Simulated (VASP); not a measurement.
Ta4O:

```
CELL_PARAMETERS angstrom
4.53690 0.00000 0.00000
0.00000 4.53690 0.00000
0.00000 0.00000 4.53690
ATOMIC_POSITIONS crystal
Ta 0.24378 0.75622 0.75622
Ta 0.75622 0.24378 0.75622
Ta 0.75622 0.75622 0.24378
Ta 0.24378 0.24378 0.24378
O 0.00000 0.00000 0.00000
```

```yaml
Program: VASP 6.6.1
Task: relaxation of cell and atoms
Functional: PBE
Potentials_or_basis: VASP PAW PBE potentials, release 64 (Ta_pv, O)
Cutoff: 600 eV
k_mesh: 4 × 4 × 4
Occupations: gaussian, width 0.1 eV
Spin: no spin polarisation
```

At the start: pressure -6.3 GPa; volume 18.68 Å³/atom.

How do energy, volume and symmetry change on relaxing?

Over 6 steps the energy falls by 312.6 meV/atom and the volume is 16.97 Å³/atom (-9.1 %); space group P-43m (No. 215, to 0.05 Å).

Step by step:
```csv
step,energy change (eV),largest force (eV/Å),pressure (GPa),volume (Å³)
1,0.0000,3.9374,-6.29,93.39
2,-1.4985,0.9431,2.43,83.82
3,-1.5621,0.0190,-0.80,85.27
4,-1.5619,0.1138,-0.50,85.12
5,-1.5608,0.0852,1.23,84.48
6,-1.5628,0.0353,0.20,84.86
```

Final structure:
```yaml
crystal:
  lattice:
    - [4.39442, 0.00000, 0.00000]
    - [0.00000, 4.39442, 0.00000]
    - [0.00000, 0.00000, 4.39442]
  atoms:
    - { symbol: Ta, position: [0.26415, 0.73585, 0.73585] }
    - { symbol: Ta, position: [0.73585, 0.26415, 0.73585] }
    - { symbol: Ta, position: [0.73585, 0.73585, 0.26415] }
    - { symbol: Ta, position: [0.26415, 0.26415, 0.26415] }
    - { symbol: O, position: [0.00000, 0.00000, 0.00000] }
```
